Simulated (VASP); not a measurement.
Set up this calculation in VASP 6.6.1, as the native input.

* Task: relaxation of cell and atoms
* Functional: PBEsol
* Potentials or basis: VASP PAW PBE potentials, release 64 (Zn)
* Cutoff: 600 eV
* k mesh: 12 × 12 × 12
* Occupations: fermi-dirac, width 0.05 eV
* Spin: no spin polarisation
* Target pressure: 20 GPa
* Dipole correction: no
* Further INCAR settings: ALGO = Normal; EDIFF = 1e-06; IBRION = 2; EDIFFG = -0.01; NSW = 60; ISIF = 3

The structure of Zn lies in POSCAR:

```
Zn
1.0
   -1.5690370000      1.5690370000      1.5690370000
    1.5690370000     -1.5690370000      1.5690370000
    1.5690370000      1.5690370000     -1.5690370000
Zn
1
Direct
    0.0000000000      0.0000000000      0.0000000000
```

One way to write it, as run:

INCAR

```
SYSTEM = Zn
PREC     = Accurate       ! precision mode
ENCUT    = 600            ! plane-wave cutoff, eV
EDIFF    = 1E-6           ! SCF threshold, eV
ISMEAR   = -1             ! smearing method
SIGMA    = 0.05           ! smearing width, eV
LREAL    = .FALSE.        ! projectors in reciprocal space
LASPH    = .TRUE.         ! aspherical terms in the spheres
NELM     = 100            ! most SCF steps
ALGO     = Normal         ! electronic algorithm
ISIF     = 3              ! what is computed and relaxed
LWAVE    = .FALSE.        ! write WAVECAR
LCHARG   = .FALSE.        ! write CHGCAR
GGA      = PS             ! functional
IBRION   = 2              ! ionic algorithm
NSW      = 60             ! ionic steps
EDIFFG   = -0.01          ! ionic threshold
PSTRESS  = 200.0
```

KPOINTS

```
Automatic mesh
0
G
  12 12 12
  0 0 0
```

Potentials or basis: VASP PAW PBE potentials, release 64 (Zn).

Command:

```sh
$ cat potpaw_PBE.64/Zn/POTCAR > POTCAR
$ mpirun -np 1 vasp_std > vasp.out
```

Results of the run:

```yaml
Relaxed_volume: 12.22 Å³/atom
Relaxed_cell: a = 2.513 Å, b = 2.513 Å, c = 2.513 Å, α = 109.47°, β = 109.47°, γ = 109.47°
Space_group_after_relaxing_to_0.05_Å: Im-3m (No. 229)
Energy_change_on_relaxing_the_enthalpy_is_what_falls: +92.5 meV/atom
Ionic_steps: 5
Pressure_after_relaxing: 19.9 GPa
Band_gap_on_the_k_mesh: zero (band 6 reaches 9.39 eV, above the bottom of band 7 at 4.29 eV)
```

Caveat: the cell is relaxed towards a set pressure, so the enthalpy falls and the energy may rise; the volume moved by over 15 % at a fixed basis, so the end points are rough; the PAW data sets were made with another functional, which shifts forces and pressure a little.

Wall time 16 s on 1 thread of Intel(R) Xeon(R) 6975P-C (Granite Rapids) (shared host), peak memory 0.15 GiB.
